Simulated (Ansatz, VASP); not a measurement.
**One calculation of Te2Mo, two programs**

```xyz
3
Lattice="3.5613 0.0000 0.0000 -1.7806 3.0841 0.0000 0.0000 0.0000 17.5238" Properties=species:S:1:pos:R:3 pbc="T T T"
Te    0.0000    2.0561   15.7348
Te    0.0000    2.0561    1.7890
Mo    0.0000    0.0000    0.0000
```

Alike in both runs: task single point; functional r2SCAN; k mesh 12 × 12 × 2; occupations gaussian, width 0.05 eV; no spin polarisation.

|  | VASP | Ansatz |
| --- | --- | --- |
| version | VASP 6.6.1 | Ansatz 0.2.0 |
| potentials or method | VASP PAW PBE potentials, release 64 (Te, Mo_sv), cutoff 520 eV | scalar-relativistic, plane waves, PAW |
| valence electrons in the cell | 26 | 46 |

|  | VASP | Ansatz | Ansatz less VASP |
| --- | --- | --- | --- |
| gap on the k mesh at the Fermi level (eV) | 1.12 | 1.12 | -0.002 |
| least direct gap on the mesh (eV) | 1.12 | 1.12 | -0.002 |
| rms of the force components (eV/Å) | 0.013 | 0.000 | -0.0125 |

VASP's potentials were made for PBE, not for r2SCAN. Atom by atom the forces differ by 0.012 eV/Å (rms over components). VASP's potentials hold 26 valence electrons a cell and Ansatz's 46, so a difference there can come from the potentials and not from the codes. Ansatz's warnings: xc potential rough in thin density.

Neither program's run includes spin-orbit coupling.
